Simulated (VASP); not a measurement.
# Cu (Fm-3m) in VASP: notebook

The runs below take Cu through single point, with PBEsol.

Program: VASP 6.6.1. These are calculated values, not measurements. Logs are shortened: lines on timing, memory, paths and dates and some standing lists are left out, and cuts for length are marked.

## Step 1: The cell of the first run

The structure is cubic, space group Fm-3m (No. 225). Conventional cell: a = 3.413 Å, b = 3.413 Å, c = 3.413 Å, α = 90.00°, β = 90.00°, γ = 90.00°. Cu (site symmetry m-3m) has 12 Cu at 2.41 Å within 3.2 Å.

## Step 2: Single point, PBEsol

INCAR

```
SYSTEM = Cu
  PREC = Accurate
  ENCUT = 600
  EDIFF = 1E-6
  ISMEAR = -1
  SIGMA = 0.05
  LREAL = .FALSE.
  LASPH = .TRUE.
  NELM = 120
  ALGO = Normal
  ISIF = 2
  LWAVE = .FALSE.
  LCHARG = .FALSE.
  GGA = PS
  NBANDS = 12
  GGA_COMPAT = .FALSE.
```

KPOINTS

```
regular mesh
0
G
  13 13 13
  0 0 0
```

POSCAR

```
Cu
1.0
    0.0000000000      1.7065005492      1.7065005492
    1.7065005492      0.0000000000      1.7065005492
    1.7065005492      1.7065005492      0.0000000000
Cu
1
Direct
    0.0000000000      0.0000000000      0.0000000000
```

Potentials or basis: VASP PAW PBE potentials, release 64 (Cu).

Launch:

```console
$ cat potpaw_PBE.64/Cu/POTCAR > POTCAR
$ mpirun -np 1 vasp_std > vasp.out
```

OUTCAR:

```text
SYSTEM = Cu
   PREC = Accurate
   ENCUT = 600
   EDIFF = 1E-6
   ISMEAR = -1
   LREAL = .FALSE.
   LASPH = .TRUE.
   NELM = 120
   ISIF = 2
   GGA = PS

 ion  position               nearest neighbor table
   1  0.000  0.000  0.000-

  LATTYP: Found a face centered cubic cell.
 ALAT       =     3.4130010984

  Lattice vectors:

 A1 = (   0.0000000000,   1.7065005492,   1.7065005492)
 A2 = (   1.7065005492,   0.0000000000,   1.7065005492)
 A3 = (   1.7065005492,   1.7065005492,   0.0000000000)

Analysis of symmetry for initial positions (statically):
=====================================================================
 Subroutine PRICEL returns:
 Original cell was already a primitive cell.

 Routine SETGRP: Setting up the symmetry group for a
 face centered cubic supercell.

 Subroutine GETGRP returns: Found 48 space group operations
 (whereof 48 operations were pure point group operations)
 out of a pool of 48 trial point group operations.

The static configuration has the point symmetry O_h .

Analysis of symmetry for dynamics (positions and initial velocities):
=====================================================================
 Subroutine PRICEL returns:
 Original cell was already a primitive cell.

 Routine SETGRP: Setting up the symmetry group for a
 face centered cubic supercell.

 Subroutine GETGRP returns: Found 48 space group operations
 (whereof 48 operations were pure point group operations)
 out of a pool of 48 trial point group operations.

The dynamic configuration has the point symmetry O_h .

 Subroutine INISYM returns: Found 48 space group operations
 (whereof 48 operations are pure point group operations),
 and found     1 'primitive' translations

----------------------------------------------------------------------------------------

                                     Primitive cell

  volume of cell :       9.9392

  direct lattice vectors                    reciprocal lattice vectors
     0.000000000  1.706500549  1.706500549    -0.292997269  0.292997269  0.292997269
     1.706500549  0.000000000  1.706500549     0.292997269 -0.292997269  0.292997269
     1.706500549  1.706500549  0.000000000     0.292997269  0.292997269 -0.292997269

  length of vectors
     2.413356221  2.413356221  2.413356221     0.507486156  0.507486156  0.507486156

  position of ions in fractional coordinates (direct lattice)
     0.000000000  0.000000000  0.000000000
[... 81 lines left out ...]
   NFREE  =      0    steps in history (QN), initial steepest desc. (CG)
   ISIF   =      2    stress and relaxation
   ISYM   =      2    0-nonsym 1-usesym 2-fastsym
   POTIM  = 0.5000    time-step for ionic-motion
   TEBEG  =    0.0;   TEEND  =   0.0 temperature during run
   PSTRESS=    0.0 pullay stress
   NELECT =      11.0000    total number of electrons
   NUPDOWN=      -1.0000    fix difference up-down
   EMIN   =  10.00;   EMAX   =-10.00  energy-range for DOS
   EFERMI =   0.00;   METHOD = LEGACY
   ISMEAR =    -1;   SIGMA  =   0.05  broadening in eV -4-tet -1-fermi 0-gaus
   EFERMI_NEDOS =   21; number of points for ismear=-14 and -15
   IALGO  =     38    algorithm
   IMIX   =      4    mixing-type and parameters
     AMIX     =   0.40;   BMIX     =  1.00
     AMIX_MAG =   1.60;   BMIX_MAG =  1.00
  volume/ion in A,a.u.               =       9.94        67.07
  Fermi-wavevector in a.u.,A,eV,Ry     =   1.693386  3.200036 39.015469  2.867556
  Thomas-Fermi vector in A             =   2.774801
   LORBIT       =      0    0 simple, 1 ext, 2 COOP (PROOUT), +10 PAW based schemes
   GGA     = PS    functional components
   LHFCALC =     F    Hartree Fock is set to
   AEXX    =    0.0000 exact exchange contribution
   IVDW    =     0    specifies the selected vdW correction
   LEPSILON=     F    determine dielectric tensor
   LRPA    =     F    only Hartree local field effects (RPA)
 non-spin polarized calculation
  energy-cutoff  :      600.00
  volume of cell :        9.94
 maximum number of plane-waves:       339
   NGX =  9   NGY =  9   NGZ =  9

 number of electron      11.0000010 magnetization

 Free energy of the ion-electron system (eV)
  ---------------------------------------------------
  ext. energy  EPLUGINS =         0.00000000
  ---------------------------------------------------
  free energy    TOTEN  =        -4.19119558 eV

  energy without entropy =       -4.18836809  energy(sigma->0) =       -4.18978184

 E-fermi :   9.9432     XC(G=0): -13.9481

 val. band max:        9.7862969569   @ k =   0.4615   0.2308   0.0000
 cond. band min:       9.9836828261   @ k =   0.4615   0.3077   0.0000
 fundamental gap:      0.1973858692
 Fermi energy:         9.9431523333

 k-point     1 :       0.0000    0.0000    0.0000
  band No.  band energies     occupation
      1      -1.0521      2.00000
      2       6.1179      2.00000
      3       6.1179      2.00000
      4       6.1179      2.00000
      5       7.2038      2.00000
      6       7.2038      2.00000
      7      33.6756      0.00000
      8      37.6787      0.00000
      9      37.6787      0.00000
     10      37.6787      0.00000
     11      40.4405      0.00000
     12      40.4405      0.00000
[... 331 lines left out ...]
 k-point    24 :       0.4615    0.1538    0.0000
  band No.  band energies     occupation
      1       3.8949      2.00000
      2       5.6071      2.00000
      3       6.1028      2.00000
      4       6.4732      2.00000
      5       7.9647      2.00000
      6       9.3803      1.99997
      7      16.7821      0.00000
      8      28.3198      0.00000
      9      30.0737      0.00000
     10      32.3796      0.00000
     11      42.8496      0.00000
     12      43.0098      0.00000

 [... further k-points ...]

------------------------ aborting loop because EDIFF is reached ----------------------------------------

  FORCE on cell =-STRESS in cart. coord.  units (eV):
  Direction    XX          YY          ZZ          XY          YZ          ZX
  --------------------------------------------------------------------------------------
  -------------------------------------------------------------------------------------
  Total        1.9115326      1.9115326      1.9115326     -0.0000000     -0.0000000      0.0000000
  in kB      308.1364033    308.1364033    308.1364033     -0.0000000     -0.0000000      0.0000000
  external PRESSURE =     308.1364033 kB  Pullay stress =       0.0000000 kB

 VOLUME and BASIS-vectors are now :
 -----------------------------------------------------------------------------
  energy-cutoff  :      600.00
  volume of cell :        9.94
      direct lattice vectors                 reciprocal lattice vectors
     0.000000000  1.706500549  1.706500549    -0.292997269  0.292997269  0.292997269
     1.706500549  0.000000000  1.706500549     0.292997269 -0.292997269  0.292997269
     1.706500549  1.706500549  0.000000000     0.292997269  0.292997269 -0.292997269

 POSITION                                       TOTAL-FORCE (eV/Angst)
 -----------------------------------------------------------------------------------
      0.00000      0.00000      0.00000         0.000000      0.000000      0.000000
 -----------------------------------------------------------------------------------
    total drift:                               -0.000000     -0.000000     -0.000000

  FREE ENERGIE OF THE ION-ELECTRON SYSTEM (eV)
  ---------------------------------------------------
  free  energy   TOTEN  =        -4.1911955847 eV

  energy  without entropy=       -4.1883680870  energy(sigma->0) =       -4.18978184
```

OSZICAR:

```text
N       E                     dE             d eps       ncg     rms          rms(c)
DAV:   1     0.436207722667E+02    0.43621E+02   -0.58342E+03  2320   0.178E+03
DAV:   2    -0.395178320281E+01   -0.47573E+02   -0.43732E+02  2048   0.223E+02
DAV:   3    -0.531007186247E+01   -0.13583E+01   -0.13513E+01  2384   0.417E+01
DAV:   4    -0.531773192158E+01   -0.76601E-02   -0.76589E-02  2256   0.277E+00
DAV:   5    -0.531779149350E+01   -0.59572E-04   -0.59572E-04  2388   0.245E-01    0.850E+00
DAV:   6    -0.449723196442E+01    0.82056E+00   -0.14170E+01  2412   0.761E+01    0.314E+00
DAV:   7    -0.421157140575E+01    0.28566E+00   -0.18066E+00  2424   0.269E+01    0.735E-01
DAV:   8    -0.419219527825E+01    0.19376E-01   -0.73762E-03  2664   0.933E-01    0.229E-01
DAV:   9    -0.419118262082E+01    0.10127E-02   -0.46173E-03  2604   0.121E+00    0.171E-02
DAV:  10    -0.419119550212E+01   -0.12881E-04   -0.23217E-05  2308   0.652E-02    0.563E-03
DAV:  11    -0.419119558471E+01   -0.82593E-07   -0.44879E-07  1636   0.136E-02
   1 F= -.41911956E+01 E0= -.41897818E+01  d E =-.282750E-02
```

Wall time 8.4 s (1 thread of AMD EPYC 7R13 (Zen 3), shared host); peak memory 0.1 GiB.

What came out:

```yaml
Free_energy: -4.1912 eV
Pressure: 30.8 GPa
Band_gap_on_the_k_mesh: zero (an odd number of electrons rules out a gap without spin polarisation)
```

Levels at points of the mesh, in eV from the Fermi level:
| k point | band 4 | band 5 | band 6 | band 7 | band 8 | band 9 |
| --- | --- | --- | --- | --- | --- | --- |
| (0.00, 0.00, 0.00) | -3.83 | -2.74 | -2.74 | 23.73 | 27.74 | 27.74 |

Caveat: the cell stands under pressure; the PAW data sets were made with another functional, which shifts forces and pressure a little.

## Step 3: Single point, PBEsol

This run uses another cell than the first one, of 10.73 Å³/atom.

INCAR

```
SYSTEM = Cu
ALGO = Normal
EDIFF = 1E-6
ENCUT = 600
GGA = PS
GGA_COMPAT = .FALSE.
ISIF = 2
ISMEAR = -1
LASPH = .TRUE.
LCHARG = .FALSE.
LREAL = .FALSE.
LWAVE = .FALSE.
NBANDS = 12
NELM = 120
PREC = Accurate
SIGMA = 0.05
```

KPOINTS

```
k-points
0
G
  13 13 13
  0 0 0
```

POSCAR

```
Cu
1.0
    0.0000000000      1.7508691694      1.7508691694
    1.7508691694      0.0000000000      1.7508691694
    1.7508691694      1.7508691694      0.0000000000
Cu
1
Direct
    0.0000000000      0.0000000000      0.0000000000
```

Potentials or basis: VASP PAW PBE potentials, release 64 (Cu).

Launch:

```console
$ cat potpaw_PBE.64/Cu/POTCAR > POTCAR
$ mpirun -np 1 vasp_std > vasp.out
```

Wall time 8.6 s (1 thread of AMD EPYC 7R13 (Zen 3), shared host); peak memory 0.1 GiB.

It converged, with:

| Quantity | Value |
| --- | --- |
| Free energy | -4.2911 eV |
| Pressure | 10.8 GPa |
| Band gap on the k mesh | zero (an odd number of electrons rules out a gap without spin polarisation) |

Levels at points of the mesh, in eV from the Fermi level:
```csv
k point,band 2,band 3,band 4,band 5,band 6,band 7,band 8,band 9,band 10,band 11
"(0.00, 0.00, 0.00)",-3.53,-3.53,-3.53,-2.56,-2.56,23.16,26.53,26.53,26.53,29.12
```

Caveat: the cell stands under pressure; the PAW data sets were made with another functional, which shifts forces and pressure a little.

## Step 4: Single point, PBEsol

This run uses another cell than the first one, of 10.30 Å³/atom.

INCAR

```
ALGO = Normal ; EDIFF = 1E-6
ENCUT = 600 ; GGA = PS
GGA_COMPAT = False ; ISIF = 2
ISMEAR = -1 ; LASPH = True
LCHARG = False ; LREAL = False
LWAVE = False ; NBANDS = 12
NELM = 120 ; PREC = Accurate
SIGMA = 0.05
```

KPOINTS

```
k-points
0
Gamma
  13 13 13
```

POSCAR

```
Cu
1.0
    0.0000000000      1.7266427195      1.7266427195
    1.7266427195      0.0000000000      1.7266427195
    1.7266427195      1.7266427195      0.0000000000
Cu
1
Direct
    0.0000000000      0.0000000000      0.0000000000
```

Launch:

```console
$ cat potpaw_PBE.64/Cu/POTCAR > POTCAR
$ mpirun -np 1 vasp_std > vasp.out
```

Run time: 7.9 s. Hardware: 1 thread of AMD EPYC 7R13 (Zen 3), shared host; peak memory 0.1 GiB.

The run converged. Its results:

* Free energy: -4.2482 eV
* Pressure: 20.8 GPa
* Band gap on the k mesh: zero (an odd number of electrons rules out a gap without spin polarisation)

Levels at points of the mesh, in eV from the Fermi level:
```
           k point  band 3  band 4  band 5  band 6  band 7  band 8  band 9  band 10
(0.00, 0.00, 0.00)   -3.69   -3.69   -2.66   -2.66   23.47   27.18   27.18    27.18
```

Caveat: the cell stands under pressure; the PAW data sets were made with another functional, which shifts forces and pressure a little.

## Step 5: Overview

| cell | gap on the mesh (eV) | pressure (GPa) |
| --- | --- | --- |
| a = 2.413 Å, angles 60.0°, 1 atom | none | 30.8 |
| a = 2.476 Å, angles 60.0°, 1 atom | none | 10.8 |
| a = 2.442 Å, angles 60.0°, 1 atom | none | 20.8 |

Alike in all rows: task single point; level PBEsol; potentials or basis VASP PAW PBE potentials, release 64 (Cu); no spin polarisation; k mesh 13 × 13 × 13; cutoff (eV) 600; smearing fermi-dirac 0.05 eV.

Caveats: the cell stands under pressure; the PAW data sets were made with another functional, which shifts forces and pressure a little.

Total energies depend on the potentials used, so only differences within one code and one set of settings carry meaning.
